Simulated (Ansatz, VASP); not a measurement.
**Two plane-wave programs on Au**

File INCAR:

```
SYSTEM = Au
PREC     = Accurate       ! precision mode
ENCUT    = 520            ! plane-wave cutoff, eV
EDIFF    = 1E-6           ! SCF threshold, eV
ISMEAR   = 0              ! smearing method
SIGMA    = 0.15           ! smearing width, eV
LREAL    = .False.        ! projectors in reciprocal space
LASPH    = .True.         ! aspherical terms in the spheres
NELM     = 60             ! most SCF steps
ALGO     = Fast           ! electronic algorithm
ISIF     = 2              ! what is computed and relaxed
LWAVE    = .False.        ! write WAVECAR
LCHARG   = .True.         ! write CHGCAR
GGA      = PS             ! functional
LELF     = .True.         ! ELF
LVHAR    = .True.       
NBANDS   = 12             ! bands
```

Contents of KPOINTS:

```
regular mesh
0
Gamma
  28 28 28
  0 0 0
```

Contents of POSCAR:

```
Au
1.0
    0.0000000000      2.2182487645      1.7302340363
    2.2182487645      0.0000000000      1.7302340363
    2.2182487645      2.2182487645      0.0000000000
Au
1
Direct
    0.0000000000      0.0000000000      0.0000000000
```

Input for Ansatz:

```yaml
crystal:
  lattice:
    - [0.0, 2.2182487645, 1.7302340363]
    - [2.2182487645, 0.0, 1.7302340363]
    - [2.2182487645, 2.2182487645, 0.0]
  atoms:
    - { symbol: Au, position: [0.0, 0.0, 0.0] }
basis:
  ecutwfc: 420
kpoints:
  mp_grid: { grid: [28, 28, 28] }
hamiltonian:
  xc: pbesol
scf:
  occupations: { method: gaussian, width: 0.15 }
output:
  forces: true
  stress: true
  eigenvalues: true
```

Alike in both runs: task single point; functional PBEsol; k mesh 28 × 28 × 28; occupations gaussian, width 0.15 eV; no spin polarisation.

|  | VASP | Ansatz |
| --- | --- | --- |
| version | VASP 6.6.1 | Ansatz 0.2.0 |
| potentials or method | VASP PAW PBE potentials, release 64 (Au), cutoff 520 eV | scalar-relativistic, plane waves, PAW |
| valence electrons in the cell | 11 | 19 |

VASP gave:

```
gap on the k mesh at the Fermi level (eV)                     : none
pressure (GPa)                                                : 0.1
traceless stress, the component that is largest in VASP (GPa) : 0.56
```

Q: Which values does Ansatz return?

A: gap on the k mesh at the Fermi level (eV): none; pressure (GPa): 0.3; traceless stress, the component that is largest in VASP (GPa): 0.55.

VASP's potentials were made for PBE, not for PBEsol. A gap of «none» marks a metal or a gap that the smearing closes. The functional is the same, so the differences come from potentials, cutoffs and numerics. VASP's potentials hold 11 valence electrons a cell and Ansatz's 19, so a difference there can come from the potentials and not from the codes.

Neither program's run includes spin-orbit coupling.
